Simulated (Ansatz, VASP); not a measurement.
# One calculation of CoO, two programs

```
Co O
1.0
     0.00000    2.15955    2.15955
     2.15955    0.00000    2.15955
     2.15955    2.15955    0.00000
Co O
1 1
Direct
  0.00000 0.00000 0.00000
  0.50000 0.50000 0.50000
```

Change from the starting cell: volume scaled by 1.04.

Alike in both runs: task single point; functional PBEsol; k mesh 11 × 11 × 11; occupations fermi-dirac, width 0.05 eV; collinear spin.

|  | VASP | Ansatz |
| --- | --- | --- |
| version | VASP 6.6.1 | Ansatz 0.2.0 |
| potentials or method | VASP PAW PBE potentials, release 64 (Co, O), cutoff 520 eV | all-electron LAPW, scalar-relativistic |

```tsv
	VASP	Ansatz	Ansatz less VASP
gap on the k mesh at the Fermi level (eV)	none	none	-
pressure (GPa)	-16.9	-16.4	+0.48
net moment per atom (μB)	1.49	1.50	+0.004
size of the moment on the site where the two differ most (μB)	2.60	2.63	+0.027
```

VASP's potentials were made for PBE, not for PBEsol. Site moments also hang on the region over which each program counts them. A gap of «none» marks a metal or a gap that the smearing closes. Ansatz ran all-electron here, and VASP with PAW potentials.
